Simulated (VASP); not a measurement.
# MoS2 (P6_3/mmc) in VASP: a series of runs

The runs below take MoS2 through single point, with PBE+D3(BJ).

Program: VASP 6.6.1. These are calculated values, not measurements. Logs are shortened: lines on timing, memory, paths and dates and some standing lists are left out, and cuts for length are marked.

**Experimental background.**

“Multiwavelength excitation Raman Scattering Analysis of bulk and 2 dimensional MoS2: Vibrational properties of atomically thin MoS2 layers”, 2015, arxiv:1506.03228 reports, for a bulk crystal of MoS2 at 300 K: band gap 1.3 eV (indirect).

How close the calculation comes is told below.

## (1) The cell of the first run

Symmetry: P6_3/mmc, No. 194, hexagonal system. Conventional cell: a = 3.169 Å, b = 3.169 Å, c = 12.324 Å, α = 90.00°, β = 90.00°, γ = 120.00°. Within 3.2 Å of Mo (site symmetry -6m2) lie 6 S at 2.41 Å and 6 Mo at 3.17 Å. Within 3.2 Å of S (site symmetry 3m) lie 3 Mo at 2.41 Å and 7 S at 3.13 to 3.17 Å.

## (2) Single point, PBE+D3(BJ), collinear spin

Contents of INCAR:

```
SYSTEM = MoS2
PREC     = Accurate       ! precision mode
ENCUT    = 500            ! plane-wave cutoff, eV
EDIFF    = 1E-6           ! SCF threshold, eV
ISMEAR   = 0              ! smearing method
SIGMA    = 0.1            ! smearing width, eV
LREAL    = .False.        ! projectors in reciprocal space
LASPH    = .True.         ! aspherical terms in the spheres
NELM     = 200            ! most SCF steps
ALGO     = Normal         ! electronic algorithm
ISIF     = 2              ! what is computed and relaxed
LWAVE    = .False.        ! write WAVECAR
LCHARG   = .False.        ! write CHGCAR
ISPIN    = 2              ! spin polarisation
MAGMOM   = 2 -2 0 0 0 0   ! initial moments
LORBIT   = 11             ! projections on sites
LMAXMIX  = 4              ! l up to which the mixer works
GGA      = PE             ! functional
IVDW     = 12             ! dispersion correction
NBANDS   = 39             ! bands
GGA_COMPAT= .False.
```

Contents of KPOINTS:

```
regular mesh
0
Gamma
  6 6 2
  0 0 0
```

Contents of POSCAR:

```
MoS2
1.0
    3.1690000000      0.0000000000      0.0000000000
   -1.5845000000      2.7444345050      0.0000000000
    0.0000000000      0.0000000000     12.3240000000
Mo S
2 4
Direct
    0.3333333330      0.6666666670      0.2500000000
    0.6666666670      0.3333333330      0.7500000000
    0.3333333330      0.6666666670      0.6230000000
    0.6666666670      0.3333333330      0.1230000000
    0.3333333330      0.6666666670      0.8770000000
    0.6666666670      0.3333333330      0.3770000000
```

Potentials or basis: VASP PAW PBE potentials, release 64 (Mo_sv, S).

Launch:

```
> cat potpaw_PBE.64/Mo_sv/POTCAR potpaw_PBE.64/S/POTCAR > POTCAR
> mpirun -np 1 vasp_std > vasp.out
```

OUTCAR:

```text
SYSTEM = MoS2
   PREC = Accurate
   ENCUT = 500
   EDIFF = 1E-6
   ISMEAR = 0
   LREAL = .False.
   LASPH = .True.
   NELM = 200
   ISIF = 2
   ISPIN = 2
   LORBIT = 11
   GGA = PE
   IVDW = 12
 IVDW          = 12

 ion  position               nearest neighbor table
   1  0.333  0.667  0.250-   4 2.41   6 2.41   4 2.41   6 2.41   4 2.41   6 2.41
   2  0.667  0.333  0.750-   3 2.41   5 2.41   3 2.41   5 2.41   3 2.41   5 2.41
   3  0.333  0.667  0.623-   2 2.41   2 2.41   2 2.41
   4  0.667  0.333  0.123-   1 2.41   1 2.41   1 2.41
   5  0.333  0.667  0.877-   2 2.41   2 2.41   2 2.41
   6  0.667  0.333  0.377-   1 2.41   1 2.41   1 2.41

  LATTYP: Found a hexagonal cell.
 ALAT       =     3.1690000000
 C/A-ratio  =     3.8889239508

  Lattice vectors:

 A1 = (   3.1690000000,   0.0000000000,   0.0000000000)
 A2 = (  -1.5845000000,   2.7444345050,   0.0000000000)
 A3 = (   0.0000000000,   0.0000000000,  12.3240000000)

Analysis of symmetry for initial positions (statically):
=====================================================================
 Subroutine PRICEL returns:
 Original cell was already a primitive cell.

 Routine SETGRP: Setting up the symmetry group for a
 hexagonal supercell.

 Subroutine GETGRP returns: Found 24 space group operations
 (whereof 12 operations were pure point group operations)
 out of a pool of 24 trial point group operations.

The static configuration has the point symmetry D_3d.
 The point group associated with its full space group is D_6h.

Analysis of symmetry for dynamics (positions and initial velocities):
=====================================================================
 Subroutine PRICEL returns:
 Original cell was already a primitive cell.

 Routine SETGRP: Setting up the symmetry group for a
 hexagonal supercell.

 Subroutine GETGRP returns: Found 24 space group operations
 (whereof 12 operations were pure point group operations)
 out of a pool of 24 trial point group operations.

The dynamic configuration has the point symmetry D_3d.
 The point group associated with its full space group is D_6h.

Analysis of structural, dynamic, and magnetic symmetry:
=====================================================================
 Subroutine PRICEL returns:
 Original cell was already a primitive cell.

 Routine SETGRP: Setting up the symmetry group for a
 hexagonal supercell.

 Subroutine GETGRP returns: Found 24 space group operations
 (whereof 12 operations were pure point group operations)
 out of a pool of 24 trial point group operations.

The overall configuration has the point symmetry D_3d.
 The point group associated with its full space group is D_6h.

 Subroutine INISYM returns: Found 24 space group operations
 (whereof 12 operations are pure point group operations),
 and found     1 'primitive' translations

----------------------------------------------------------------------------------------

                                     Primitive cell

  volume of cell :     107.1832

  direct lattice vectors                    reciprocal lattice vectors
     3.169000000  0.000000000  0.000000000     0.315556958  0.182186895  0.000000000
    -1.584500000  2.744434505  0.000000000     0.000000000  0.364373789  0.000000000
     0.000000000  0.000000000 12.324000000     0.000000000  0.000000000  0.081142486

  length of vectors
     3.169000000  3.169000000 12.324000000     0.364373789  0.364373789  0.081142486

  position of ions in fractional coordinates (direct lattice)
     0.333333333  0.666666667  0.250000000
     0.666666667  0.333333333  0.750000000
     0.333333333  0.666666667  0.623000000
     0.666666667  0.333333333  0.123000000
     0.333333333  0.666666667  0.877000000
     0.666666667  0.333333333  0.377000000

  ion indices of the primitive-cell ions
   primitive index   ion index
                 1           1
                 2           2
                 3           3
                 4           4
                 5           5
                 6           6

----------------------------------------------------------------------------------------

 KPOINTS: regular mesh

Automatic generation of k-mesh.
 Grid dimensions read from file:
 generate k-points for:    6    6    2

 Generating k-lattice:

  Cartesian coordinates                     Fractional coordinates (reciprocal lattice)
     0.052592826  0.030364482  0.000000000     0.166666667  0.000000000  0.000000000
     0.000000000  0.060728965  0.000000000     0.000000000  0.166666667  0.000000000
     0.000000000  0.000000000  0.040571243     0.000000000  0.000000000  0.500000000

  Length of vectors
     0.060728965  0.060728965  0.040571243

  Shift w.r.t. Gamma in fractional coordinates (k-lattice)
     0.000000000  0.000000000  0.000000000

 Subroutine IBZKPT returns following result:
 ===========================================

 Found     14 irreducible k-points:

 Following reciprocal coordinates:
            Coordinates               Weight
  0.000000  0.000000  0.000000      1.000000
  0.166667 -0.000000  0.000000      6.000000
  0.333333 -0.000000  0.000000      6.000000
  0.500000 -0.000000  0.000000      3.000000
  0.166667  0.166667  0.000000      6.000000
  0.333333  0.166667  0.000000     12.000000
  0.333333  0.333333  0.000000      2.000000
  0.000000  0.000000  0.500000      1.000000
  0.166667 -0.000000  0.500000      6.000000
  0.333333 -0.000000  0.500000      6.000000
  0.500000 -0.000000  0.500000      3.000000
  0.166667  0.166667  0.500000      6.000000
  0.333333  0.166667  0.500000     12.000000
  0.333333  0.333333  0.500000      2.000000
   k-points           NKPTS =     14   k-points in BZ     NKDIM =     14   number of bands    NBANDS=     39
   number of dos      NEDOS =    301   number of ions     NIONS =      6
   total plane-waves  NPLWV =  51840
   dimension x,y,z NGX =    24 NGY =   24 NGZ =   90
   dimension x,y,z NGXF=    48 NGYF=   48 NGZF=  180
   ions per type =               2   4
   NGX,Y,Z   is equivalent  to a cutoff of  12.59, 12.59, 12.14 a.u.
   NGXF,Y,Z  is equivalent  to a cutoff of  25.18, 25.18, 24.28 a.u.
 SYSTEM =  MoS2
   PREC   = accura    normal or accurate (medium, high low for compatibility)
   ISTART =      0    job   : 0-new  1-cont  2-samecut
   ICHARG =      2    charge: 1-file 2-atom 10-const
   ISPIN  =      2    spin polarized calculation?
   LNONCOLLINEAR =      F non collinear calculations
   LSORBIT =      F    spin-orbit coupling
   LASPH  =      T    aspherical Exc in radial PAW
   ENCUT  =  500.0 eV  36.75 Ry    6.06 a.u.   5.78  5.78 22.47*2*pi/ulx,y,z
   NELM   =    200;   NELMIN=  2; NELMDL= -5     # of ELM steps
   EDIFF  = 0.1E-05   stopping-criterion for ELM
   LREAL  =      F    real-space projection
   EDIFFG = 0.1E-04   stopping-criterion for IOM
   NSW    =      0    number of steps for IOM
   IBRION =     -1    ionic relax: 0-MD 1-quasi-New 2-CG
   NFREE  =      0    steps in history (QN), initial steepest desc. (CG)
   ISIF   =      2    stress and relaxation
   ISYM   =      2    0-nonsym 1-usesym 2-fastsym
   POTIM  = 0.5000    time-step for ionic-motion
   TEBEG  =    0.0;   TEEND  =   0.0 temperature during run
   PSTRESS=    0.0 pullay stress
   NELECT =      52.0000    total number of electrons
   NUPDOWN=      -1.0000    fix difference up-down
   EMIN   =  10.00;   EMAX   =-10.00  energy-range for DOS
   EFERMI =   0.00;   METHOD = LEGACY
   ISMEAR =     0;   SIGMA  =   0.10  broadening in eV -4-tet -1-fermi 0-gaus
   EFERMI_NEDOS =   21; number of points for ismear=-14 and -15
   IALGO  =     38    algorithm
   IMIX   =      4    mixing-type and parameters
     AMIX     =   0.40;   BMIX     =  1.00
     AMIX_MAG =   1.60;   BMIX_MAG =  1.00
  volume/ion in A,a.u.               =      17.86       120.55
  Fermi-wavevector in a.u.,A,eV,Ry     =   1.286373  2.430893 22.514325  1.654756
  Thomas-Fermi vector in A             =   2.418452
   LORBIT       =     11    0 simple, 1 ext, 2 COOP (PROOUT), +10 PAW based schemes
   GGA     = PE    functional components
   LHFCALC =     F    Hartree Fock is set to
   AEXX    =    0.0000 exact exchange contribution
   IVDW    =    12    specifies the selected vdW correction
   LEPSILON=     F    determine dielectric tensor
   LRPA    =     F    only Hartree local field effects (RPA)
 spin polarized calculation
 Gauss-broadening in eV      SIGMA  =   0.10
  energy-cutoff  :      500.00
  volume of cell :      107.18
 maximum number of plane-waves:      2744
 NGX is ok and might be reduce to    24
   NGX = 11   NGY = 11   NGZ = 45

 number of electron      51.9999989 magnetization       0.0000000

 number of electron      51.9999989 magnetization      -0.0000000

 Free energy of the ion-electron system (eV)
  ---------------------------------------------------
  ext. energy  EPLUGINS =         0.00000000
  ---------------------------------------------------
  free energy    TOTEN  =       -43.61313437 eV

  energy without entropy =      -43.61313437  energy(sigma->0) =      -43.61313437

 E-fermi :   7.9134     XC(G=0): -10.8173

 val. band max:        7.4837932726   @ k =   0.0000   0.0000   0.0000
 cond. band min:       8.3839025023   @ k =   0.1667   0.1667   0.0000
 fundamental gap:      0.9001092297
 Fermi energy:         7.9134151231

 spin component 1

 k-point     1 :       0.0000    0.0000    0.0000
  band No.  band energies     occupation
      1     -54.0194      1.00000
      2     -54.0193      1.00000
      3     -28.1706      1.00000
      4     -28.1705      1.00000
      5     -27.9481      1.00000
      6     -27.9481      1.00000
[... 30 lines left out ...]
     37      15.6172      0.00000
     38      16.1182      0.00000
[... 531 lines left out ...]
     37      14.8285      0.00000
     38      14.8285      0.00000
 Fermi energy:         7.9134151231

 spin component 2

 k-point     1 :       0.0000    0.0000    0.0000
  band No.  band energies     occupation
      1     -54.0194      1.00000
      2     -54.0193      1.00000
      3     -28.1706      1.00000
      4     -28.1705      1.00000
      5     -27.9481      1.00000
      6     -27.9481      1.00000
[... 30 lines left out ...]
     37      15.6172      0.00000
     38      16.1182      0.00000
[... 531 lines left out ...]
     37      14.8285      0.00000
     38      14.8285      0.00000
 [bands above 38 left out]

------------------------ aborting loop because EDIFF is reached ----------------------------------------

 Edisp (eV)   -2.54058

 E8    (eV) :    -1.0246

  FORCE on cell =-STRESS in cart. coord.  units (eV):
  Direction    XX          YY          ZZ          XY          YZ          ZX
  --------------------------------------------------------------------------------------
  -------------------------------------------------------------------------------------
  Total      -1.44847    -1.44847    -1.18155     0.00000     0.00000    -0.00000
  in kB     -21.65170   -21.65170   -17.66186     0.00000     0.00000    -0.00000
  external pressure =      -20.32 kB  Pullay stress =        0.00 kB

 VOLUME and BASIS-vectors are now :
 -----------------------------------------------------------------------------
  energy-cutoff  :      500.00
  volume of cell :      107.18
      direct lattice vectors                 reciprocal lattice vectors
     3.169000000  0.000000000  0.000000000     0.315556958  0.182186895  0.000000000
    -1.584500000  2.744434505  0.000000000     0.000000000  0.364373789  0.000000000
     0.000000000  0.000000000 12.324000000     0.000000000  0.000000000  0.081142486

 POSITION                                       TOTAL-FORCE (eV/Angst)
 -----------------------------------------------------------------------------------
     -0.00000      1.82962      3.08100         0.000000     -0.000000     -0.000000
      1.58450      0.91481      9.24300        -0.000000      0.000000     -0.000000
     -0.00000      1.82962      7.67785        -0.000000      0.000000      0.070742
      1.58450      0.91481      1.51585         0.000000     -0.000000      0.070742
     -0.00000      1.82962     10.80815        -0.000000      0.000000     -0.070742
      1.58450      0.91481      4.64615         0.000000     -0.000000     -0.070742
 -----------------------------------------------------------------------------------
    total drift:                               -0.000001      0.000001     -0.000000

  FREE ENERGIE OF THE ION-ELECTRON SYSTEM (eV)
  ---------------------------------------------------
  free  energy   TOTEN  =       -46.1537163775 eV

  energy  without entropy=      -46.1537163775  energy(sigma->0) =      -46.15371638

 total charge

# of ion       s       p       d       tot
------------------------------------------
    1        2.290   6.219   3.944  12.454
    2        2.290   6.219   3.944  12.454
    3        1.365   2.339   0.000   3.703
    4        1.365   2.339   0.000   3.703
    5        1.365   2.339   0.000   3.703
    6        1.365   2.339   0.000   3.703
--------------------------------------------------
tot         10.040  21.793   7.889  39.721

 magnetization (x)

# of ion       s       p       d       tot
------------------------------------------
    1        0.000  -0.000  -0.000  -0.000
    2       -0.000   0.000   0.000   0.000
    3       -0.000  -0.000   0.000  -0.000
    4        0.000   0.000   0.000   0.000
    5       -0.000  -0.000   0.000  -0.000
    6        0.000   0.000   0.000   0.000
--------------------------------------------------
tot          0.000   0.000   0.000   0.000
```

Wall time 3.5 min (1 thread of Intel Xeon 8259CL, shared host); peak memory 0.3 GiB.

What came out:

```
Free energy                                           : -46.1537 eV
Pressure                                              : -2.0 GPa
Largest force                                         : 0.071 eV/Å
Band gap on the k mesh                                : 0.90 eV (least direct gap 1.66 eV)
Net moment                                            : 0.00 μB per cell
Valence electrons inside the program's atomic spheres : Mo 12.45; S 3.70
Dispersion energy per atom                            : -0.423 eV
```

Forces in eV/Å, atoms in the order of the input:
```
Mo   0.000  0.000  0.000
Mo   0.000  0.000  0.000
S    0.000  0.000  0.071
S    0.000  0.000  0.071
S    0.000  0.000 -0.071
S    0.000  0.000 -0.071
```

Stress tensor (GPa, compression positive):
```
-2.17  0.00  0.00
 0.00 -2.17  0.00
 0.00  0.00 -1.77
```

(Part 1 of 2 ends here.)
